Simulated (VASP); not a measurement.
Write the native input for VASP 6.6.1 that does the following.

```
Task                   : single point
Functional             : RPBE
Dispersion             : D4
Potentials or basis    : VASP PAW PBE potentials, release 64 (Cd_sv_GW, S)
Cutoff                 : 630 eV
k mesh                 : 7 × 7 × 4
Occupations            : fermi-dirac, width 0.05 eV
Spin                   : no spin polarisation
Dipole correction      : no
Further INCAR settings : ALGO = Normal; EDIFF = 1e-06; NBANDS = 34
```

The structure of CdS lies in POSCAR:

```
CdS
1.0
    4.2046115259      0.0000000000      0.0000000000
   -2.1023057629      3.6413003944      0.0000000000
    0.0000000000      0.0000000000      6.8256549035
Cd S
2 2
Direct
    0.6666666667      0.3333333333      0.5000000000
    0.3333333333      0.6666666667      0.0000000000
    0.6666666667      0.3333333333      0.8750000000
    0.3333333333      0.6666666667      0.3750000000
```

The input as run:

INCAR

```
PREC = Accurate
ENCUT = 630
EDIFF = 1E-6
ISMEAR = -1
SIGMA = 0.05
LREAL = F
LASPH = T
NELM = 120
ALGO = Normal
ISIF = 2
LWAVE = F
LCHARG = T
GGA = RP
IVDW = 13
LELF = T
LVHAR = T
NBANDS = 34
GGA_COMPAT = F
```

KPOINTS

```
regular mesh
0
Gamma
  7 7 4
```

Potentials or basis: VASP PAW PBE potentials, release 64 (Cd_sv_GW, S).

Run with:

```sh
$ cat potpaw_PBE.64/Cd_sv_GW/POTCAR potpaw_PBE.64/S/POTCAR > POTCAR
$ mpirun -np 1 vasp_std > vasp.out
```

It gave:

```yaml
Pressure: -2.2 GPa
Largest_force: 0.069 eV/Å
Band_gap_on_the_k_mesh: 1.29 eV
Dispersion_energy_per_atom: -0.566 eV
```

Caveat: the PAW data sets were made with another functional, which shifts forces and pressure a little.

Wall time 2.6 min on 1 thread of Intel(R) Xeon(R) Platinum 8259CL CPU @ 2.50GHz (Skylake/Cascade Lake), on a shared host, peak memory 0.31 GiB.
